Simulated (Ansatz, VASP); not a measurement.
# In: VASP beside Ansatz

```
In
1.0
    -1.88253    1.88253    1.88253
     1.88253   -1.88253    1.88253
     1.88253    1.88253   -1.88253
In
1
Direct
  0.00000 0.00000 0.00000
```

Alike in both runs: functional LDA; k mesh 7 × 7 × 7; occupations fermi-dirac, width 0.05 eV; non-collinear spin, spin-orbit coupling.

|  | VASP | Ansatz |
| --- | --- | --- |
| version | VASP 6.6.1 | Ansatz 0.2.0 |
| potentials or method | VASP PAW LDA potentials, release 64 (In_d) | Ansatz PAW |
| plane-wave cutoff (eV) | 520 | 420 |
| valence electrons in the cell | 13 | 13 |
| task | single point | band structure |

Ansatz gave:

- pressure (GPa): -3.0
- net moment per atom (μB): 0.00

Problem. Estimate VASP's values.

Solution. Pressure (GPa): -2.9; net moment per atom (μB): 0.00.

LDA's correlation is that of Perdew and Zunger in VASP and of Perdew and Wang (1992) in Ansatz.
